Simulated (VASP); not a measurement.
# Cu (Fm-3m) in VASP: further runs

Cu is run at these levels: PBEsol; tasks: relaxation of cell and atoms.

Everything below comes from runs of VASP 6.6.1. Logs are shortened: lines on timing, memory, paths and dates and some standing lists are left out, and cuts for length are marked.

### Step 1. The cell of the first run

It takes space group Fm-3m (No. 225, cubic). Conventional cell: a = 3.530 Å, b = 3.530 Å, c = 3.530 Å, α = 90.00°, β = 90.00°, γ = 90.00°. Within 3.3 Å of Cu (site symmetry m-3m) lie 12 Cu at 2.50 Å.

### Step 2. Relaxation of cell and atoms, PBEsol, target pressure 5 GPa, at which the enthalpy is minimised

The input, INCAR:

```
ALGO = Fast ; EDIFF = 1E-7
EDIFFG = -0.008 ; ENCUT = 600
GGA = PS ; IBRION = 2
ISIF = 3 ; ISMEAR = 0
LASPH = True ; LCHARG = False
LREAL = False ; LWAVE = False
NELM = 60 ; NSW = 70
PREC = Accurate ; PSTRESS = 50.0
SIGMA = 0.1
```

The input, KPOINTS:

```
k-points
0
Gamma
  20 20 20
```

The input, POSCAR:

```
Cu
1.0
    0.0000000000      1.7650911448      1.7650911448
    1.7650911448      0.0000000000      1.7650911448
    1.7650911448      1.7650911448      0.0000000000
Cu
1
Direct
    0.0000000000      0.0000000000      0.0000000000
```

Potentials or basis: VASP PAW PBE potentials, release 64 (Cu).

Started as:

```sh
> cat potpaw_PBE.64/Cu/POTCAR > POTCAR
> mpirun -np 1 vasp_std > vasp.out
```

OUTCAR:

```text
EDIFF = 1E-7
   EDIFFG = -0.008
   ENCUT = 600
   GGA = PS
   IBRION = 2
   ISIF = 3
   ISMEAR = 0
   LASPH = True
   LREAL = False
   NELM = 60
   NSW = 70
   PREC = Accurate
   PSTRESS = 50.0

 ion  position               nearest neighbor table
   1  0.000  0.000  0.000-

  LATTYP: Found a face centered cubic cell.
 ALAT       =     3.5301822896

  Lattice vectors:

 A1 = (   0.0000000000,   1.7650911448,   1.7650911448)
 A2 = (   1.7650911448,   0.0000000000,   1.7650911448)
 A3 = (   1.7650911448,   1.7650911448,   0.0000000000)

Analysis of symmetry for initial positions (statically):
=====================================================================
 Subroutine PRICEL returns:
 Original cell was already a primitive cell.

 Routine SETGRP: Setting up the symmetry group for a
 face centered cubic supercell.

 Subroutine GETGRP returns: Found 48 space group operations
 (whereof 48 operations were pure point group operations)
 out of a pool of 48 trial point group operations.

The static configuration has the point symmetry O_h .

Analysis of symmetry for dynamics (positions and initial velocities):
=====================================================================
 Subroutine PRICEL returns:
 Original cell was already a primitive cell.

 Routine SETGRP: Setting up the symmetry group for a
 face centered cubic supercell.

 Subroutine GETGRP returns: Found 48 space group operations
 (whereof 48 operations were pure point group operations)
 out of a pool of 48 trial point group operations.

The dynamic configuration has the point symmetry O_h .

 Subroutine INISYM returns: Found 48 space group operations
 (whereof 48 operations are pure point group operations),
 and found     1 'primitive' translations

----------------------------------------------------------------------------------------

                                     Primitive cell

  volume of cell :      10.9984

  direct lattice vectors                    reciprocal lattice vectors
     0.000000000  1.765091145  1.765091145    -0.283271491  0.283271491  0.283271491
     1.765091145  0.000000000  1.765091145     0.283271491 -0.283271491  0.283271491
     1.765091145  1.765091145  0.000000000     0.283271491  0.283271491 -0.283271491

  length of vectors
     2.496215836  2.496215836  2.496215836     0.490640614  0.490640614  0.490640614

  position of ions in fractional coordinates (direct lattice)
     0.000000000  0.000000000  0.000000000

  ion indices of the primitive-cell ions
   primitive index   ion index
                 1           1

----------------------------------------------------------------------------------------

 KPOINTS: k-points

Automatic generation of k-mesh.
 Grid dimensions read from file:
 generate k-points for:   20   20   20

 Generating k-lattice:

  Cartesian coordinates                     Fractional coordinates (reciprocal lattice)
    -0.014163575  0.014163575  0.014163575     0.050000000  0.000000000  0.000000000
     0.014163575 -0.014163575  0.014163575     0.000000000  0.050000000  0.000000000
     0.014163575  0.014163575 -0.014163575     0.000000000  0.000000000  0.050000000

  Length of vectors
     0.024532031  0.024532031  0.024532031

  Shift w.r.t. Gamma in fractional coordinates (k-lattice)
     0.000000000  0.000000000  0.000000000

 Subroutine IBZKPT returns following result:
 ===========================================

 Found    256 irreducible k-points:

 Following reciprocal coordinates:
            Coordinates               Weight
  0.000000  0.000000  0.000000      1.000000
  0.050000  0.000000  0.000000      8.000000
  0.100000  0.000000  0.000000      8.000000
  0.150000  0.000000  0.000000      8.000000
  0.200000  0.000000  0.000000      8.000000
  0.250000  0.000000  0.000000      8.000000
[... 16 lines left out ...]
 -0.400000  0.050000  0.000000     24.000000
 -0.350000  0.050000  0.000000     24.000000
 [... further k-points ...]
   k-points           NKPTS =    256   k-points in BZ     NKDIM =    256   number of bands    NBANDS=      9
   number of dos      NEDOS =    301   number of ions     NIONS =      1
   total plane-waves  NPLWV =   8000
   dimension x,y,z NGX =    20 NGY =   20 NGZ =   20
   dimension x,y,z NGXF=    40 NGYF=   40 NGZF=   40
   ions per type =               1
   NGX,Y,Z   is equivalent  to a cutoff of  13.32, 13.32, 13.32 a.u.
   NGXF,Y,Z  is equivalent  to a cutoff of  26.64, 26.64, 26.64 a.u.
 SYSTEM =  unknown system
   PREC   = accura    normal or accurate (medium, high low for compatibility)
   ISTART =      0    job   : 0-new  1-cont  2-samecut
   ICHARG =      2    charge: 1-file 2-atom 10-const
   ISPIN  =      1    spin polarized calculation?
   LNONCOLLINEAR =      F non collinear calculations
   LSORBIT =      F    spin-orbit coupling
   LASPH  =      T    aspherical Exc in radial PAW
   ENCUT  =  600.0 eV  44.10 Ry    6.64 a.u.   4.99  4.99  4.99*2*pi/ulx,y,z
   NELM   =     60;   NELMIN=  2; NELMDL= -5     # of ELM steps
   EDIFF  = 0.1E-06   stopping-criterion for ELM
   LREAL  =      F    real-space projection
   EDIFFG = -.8E-02   stopping-criterion for IOM
   NSW    =     70    number of steps for IOM
   IBRION =      2    ionic relax: 0-MD 1-quasi-New 2-CG
   NFREE  =      1    steps in history (QN), initial steepest desc. (CG)
   ISIF   =      3    stress and relaxation
   ISYM   =      2    0-nonsym 1-usesym 2-fastsym
   POTIM  = 0.5000    time-step for ionic-motion
   TEBEG  =    0.0;   TEEND  =   0.0 temperature during run
   PSTRESS=   50.0 pullay stress
   NELECT =      11.0000    total number of electrons
   NUPDOWN=      -1.0000    fix difference up-down
   EMIN   =  10.00;   EMAX   =-10.00  energy-range for DOS
   EFERMI =   0.00;   METHOD = LEGACY
   ISMEAR =     0;   SIGMA  =   0.10  broadening in eV -4-tet -1-fermi 0-gaus
   EFERMI_NEDOS =   21; number of points for ismear=-14 and -15
   IALGO  =     68    algorithm
   IMIX   =      4    mixing-type and parameters
     AMIX     =   0.40;   BMIX     =  1.00
     AMIX_MAG =   1.60;   BMIX_MAG =  1.00
  volume/ion in A,a.u.               =      11.00        74.22
  Fermi-wavevector in a.u.,A,eV,Ry     =   1.637176  3.093813 36.468292  2.680344
  Thomas-Fermi vector in A             =   2.728359
   LORBIT       =      0    0 simple, 1 ext, 2 COOP (PROOUT), +10 PAW based schemes
   GGA     = PS    functional components
   LHFCALC =     F    Hartree Fock is set to
   AEXX    =    0.0000 exact exchange contribution
   IVDW    =     0    specifies the selected vdW correction
   LEPSILON=     F    determine dielectric tensor
   LRPA    =     F    only Hartree local field effects (RPA)
 conjugate gradient relaxation of ions
 non-spin polarized calculation
 RMM-DIIS sequential band-by-band and
 Gauss-broadening in eV      SIGMA  =   0.10
  energy-cutoff  :      600.00
  volume of cell :       11.00
 maximum number of plane-waves:       380
   NGX =  9   NGY =  9   NGZ =  9

--------------------------------------- Ionic step        1  -------------------------------------------

 number of electron      11.0000004 magnetization

 Free energy of the ion-electron system (eV)
  ---------------------------------------------------
  ext. energy  EPLUGINS =         0.00000000
  ---------------------------------------------------
  free energy    TOTEN  =        -4.30356037 eV

  energy without entropy =       -4.30228303  energy(sigma->0) =       -4.30292170

------------------------ aborting loop because EDIFF is reached ----------------------------------------

  FORCE on cell =-STRESS in cart. coord.  units (eV):
  Direction    XX          YY          ZZ          XY          YZ          ZX
  --------------------------------------------------------------------------------------
  -------------------------------------------------------------------------------------
  Total        0.4015825      0.4015825      0.4015825      0.0000000     -0.0000000      0.0000000
  in kB       58.4997443     58.4997443     58.4997443      0.0000000     -0.0000000      0.0000000
  external PRESSURE =       8.4997443 kB  Pullay stress =      50.0000000 kB

 VOLUME and BASIS-vectors are now :
 -----------------------------------------------------------------------------
  energy-cutoff  :      600.00
  volume of cell :       11.00
      direct lattice vectors                 reciprocal lattice vectors
     0.000000000  1.765091145  1.765091145    -0.283271491  0.283271491  0.283271491
     1.765091145  0.000000000  1.765091145     0.283271491 -0.283271491  0.283271491
     1.765091145  1.765091145  0.000000000     0.283271491  0.283271491 -0.283271491
[... 44 lines left out ...]
  FREE ENERGIE OF THE ION-ELECTRON SYSTEM (eV)
  ---------------------------------------------------
  free  energy   TOTEN  =        -4.3065123899 eV

  energy  without entropy=       -4.3052313482  energy(sigma->0) =       -4.30587187

  enthalpy is  TOTEN    =        -3.9603713312 eV   P V=        0.3461410587

--------------------------------------- Ionic step        3  -------------------------------------------

 number of electron      11.0000007 magnetization

 Free energy of the ion-electron system (eV)
  ---------------------------------------------------
  ext. energy  EPLUGINS =         0.00000000
  ---------------------------------------------------
  free energy    TOTEN  =        -4.30535406 eV

  energy without entropy =       -4.30407461  energy(sigma->0) =       -4.30471433

 E-fermi :   8.2195     XC(G=0): -13.3002

 val. band max:        8.1656703718   @ k =   0.4500   0.3000   0.0000
 cond. band min:       8.2297068171   @ k =  -0.4500   0.1000   0.0000
 fundamental gap:      0.0640364453
 Fermi energy:         8.2195090897

 k-point     1 :       0.0000    0.0000    0.0000
  band No.  band energies     occupation
      1      -1.6583      2.00000
      2       5.0123      2.00000
      3       5.0123      2.00000
      4       5.0123      2.00000
      5       5.9346      2.00000
      6       5.9346      2.00000
      7      31.3618      0.00000
      8      34.4992      0.00000
      9      34.4992      0.00000

 k-point     2 :       0.0500    0.0000    0.0000
  band No.  band energies     occupation
      1      -1.5627      2.00000
      2       4.9902      2.00000
      3       5.0316      2.00000
      4       5.0316      2.00000
      5       5.9267      2.00000
      6       5.9267      2.00000
      7      30.9284      0.00000
      8      33.1645      0.00000
      9      34.1904      0.00000
[... 253 lines left out ...]
 k-point    24 :      -0.3500    0.0500    0.0000
  band No.  band energies     occupation
      1       2.3002      2.00000
      2       5.0419      2.00000
      3       5.0869      2.00000
      4       5.1866      2.00000
      5       6.2803      2.00000
      6       6.5839      2.00000
      7      15.9089      0.00000
      8      28.7675      0.00000
      9      31.1542      0.00000

 [... further k-points ...]

------------------------ aborting loop because EDIFF is reached ----------------------------------------

  FORCE on cell =-STRESS in cart. coord.  units (eV):
  Direction    XX          YY          ZZ          XY          YZ          ZX
  --------------------------------------------------------------------------------------
  -------------------------------------------------------------------------------------
  Total        0.3462750      0.3462750      0.3462750      0.0000000      0.0000000      0.0000000
  in kB       50.2009596     50.2009596     50.2009596      0.0000000      0.0000000      0.0000000
  external PRESSURE =       0.2009596 kB  Pullay stress =      50.0000000 kB

 VOLUME and BASIS-vectors are now :
 -----------------------------------------------------------------------------
  energy-cutoff  :      600.00
  volume of cell :       11.05
      direct lattice vectors                 reciprocal lattice vectors
     0.000000000  1.767922486  1.767922486    -0.282817829  0.282817829  0.282817829
     1.767922486 -0.000000000  1.767922486     0.282817829 -0.282817829  0.282817829
     1.767922486  1.767922486  0.000000000     0.282817829  0.282817829 -0.282817829

 POSITION                                       TOTAL-FORCE (eV/Angst)
 -----------------------------------------------------------------------------------
      0.00000      0.00000      0.00000        -0.000000      0.000000      0.000000
 -----------------------------------------------------------------------------------
    total drift:                                0.000000      0.000000      0.000000

  FREE ENERGIE OF THE ION-ELECTRON SYSTEM (eV)
  ---------------------------------------------------
  free  energy   TOTEN  =        -4.3053540551 eV

  energy  without entropy=       -4.3040746053  energy(sigma->0) =       -4.30471433

  enthalpy is  TOTEN    =        -3.9604652667 eV   P V=        0.3448887884

 reached required accuracy - stopping structural energy minimisation
```

It took 62 s on 1 thread of Intel Xeon Platinum 8488C (Sapphire Rapids), shared host; peak memory 0.15 GiB.

Results:

| Property | Result |
| --- | --- |
| Free energy | -4.3054 eV |
| Relaxed volume | 11.05 Å³/atom |
| Relaxed cell | a = 2.500 Å, b = 2.500 Å, c = 2.500 Å, α = 60.00°, β = 60.00°, γ = 60.00° |
| Space group after relaxing (to 0.05 Å) | Fm-3m (No. 225) |
| Energy change on relaxing (the enthalpy is what falls) | -1.8 meV/atom |
| Ionic steps | 3 |
| Pressure after relaxing | 5.0 GPa |

Step by step:
```csv
step,energy change (eV),largest force (eV/Å),pressure (GPa),volume (Å³)
1,0.0000,0.0000,5.85,11.00
2,-0.0030,0.0000,4.14,11.09
3,-0.0018,0.0000,5.02,11.05
```

Final structure:
```xyz
1
Lattice="0.0000 1.7679 1.7679 1.7679 0.0000 1.7679 1.7679 1.7679 0.0000" Properties=species:S:1:pos:R:3 pbc="T T T"
Cu    0.0000    0.0000    0.0000
```

Levels at points of the mesh, in eV from the Fermi level:
| k point | band 3 | band 4 | band 5 | band 6 | band 7 | band 8 | band 9 |
| --- | --- | --- | --- | --- | --- | --- | --- |
| (0.00, 0.00, 0.00) | -3.21 | -3.21 | -2.28 | -2.28 | 23.14 | 26.28 | 26.28 |
| (0.50, 0.00, 0.00) | -3.24 | -1.66 | -1.66 | -1.21 | 4.12 | 21.60 | 23.10 |
| (0.50, 0.50, 0.00) | -1.67 | -1.50 | -1.50 | 1.44 | 7.60 | 13.59 | 13.59 |

Caveat: the cell is relaxed towards a set pressure, so the enthalpy falls and the energy may rise; the PAW data sets were made with another functional, which shifts forces and pressure a little.

### Step 3. Relaxation of cell and atoms, PBEsol, target pressure 2 GPa, at which the enthalpy is minimised

This run uses another cell than the first one, of 11.10 Å³/atom, 1.009 times its volume.

The input, INCAR:

```
SYSTEM = Cu
ALGO = Normal
EDIFF = 1E-6
EDIFFG = -0.008
ENCUT = 600
GGA = PS
IBRION = 2
ISIF = 3
ISMEAR = 0
LASPH = .TRUE.
LCHARG = .FALSE.
LREAL = .FALSE.
LWAVE = .FALSE.
NELM = 100
NSW = 70
PREC = Accurate
PSTRESS = 20.0
SIGMA = 0.1
```

The input, KPOINTS:

```
k-points
0
G
  20 20 20
  0 0 0
```

The input, POSCAR:

```
Cu
1.0
    0.0000000000      1.7705206707      1.7705206707
    1.7705206707      0.0000000000      1.7705206707
    1.7705206707      1.7705206707      0.0000000000
Cu
1
Direct
    0.0000000000      0.0000000000      0.0000000000
```

Potentials or basis: VASP PAW PBE potentials, release 64 (Cu).

Started as:

```sh
> cat potpaw_PBE.64/Cu/POTCAR > POTCAR
> mpirun -np 1 vasp_std > vasp.out
```

Run time: 49 s. Hardware: 1 thread of Intel Xeon Platinum 8488C (Sapphire Rapids), shared host; peak memory 0.15 GiB.

The run converged. Its results:

```
Free energy                                            : -4.3093 eV
Relaxed volume                                         : 11.23 Å³/atom
Relaxed cell                                           : a = 2.514 Å, b = 2.514 Å, c = 2.514 Å, α = 60.00°, β = 60.00°, γ = 60.00°
Space group after relaxing (to 0.05 Å)                 : Fm-3m (No. 225)
Energy change on relaxing (the enthalpy is what falls) : -2.5 meV/atom
Ionic steps                                            : 3
Pressure after relaxing                                : 1.9 GPa
```

Step by step:
```tsv
step	energy change (eV)	largest force (eV/Å)	pressure (GPa)	volume (Å³)
1	0.0000	0.0000	4.19	11.10
2	-0.0033	0.0000	0.34	11.35
3	-0.0025	0.0000	1.91	11.23
```

Final structure:
```cif
data_structure
_symmetry_space_group_name_H-M 'P 1'
_symmetry_Int_Tables_number 1
_cell_length_a 2.5138
_cell_length_b 2.5138
_cell_length_c 2.5138
_cell_angle_alpha 60.000
_cell_angle_beta 60.000
_cell_angle_gamma 60.000
_cell_volume 11.23
loop_
_atom_site_label
_atom_site_type_symbol
_atom_site_fract_x
_atom_site_fract_y
_atom_site_fract_z
_atom_site_occupancy
Cu1 Cu 0.00000 0.00000 0.00000 1
```

Levels at points of the mesh, in eV from the Fermi level:
```tsv
k point	band 2	band 3	band 4	band 5	band 6	band 7	band 8	band 9
(0.00, 0.00, 0.00)	-3.15	-3.15	-3.15	-2.25	-2.25	23.02	26.03	26.03
(0.50, 0.00, 0.00)	-3.19	-3.19	-1.64	-1.64	-1.15	4.03	21.49	22.84
(0.50, 0.50, 0.00)	-4.66	-1.65	-1.49	-1.49	1.45	7.49	13.46	13.46
```

Caveat: the cell is relaxed towards a set pressure, so the enthalpy falls and the energy may rise; the PAW data sets were made with another functional, which shifts forces and pressure a little.
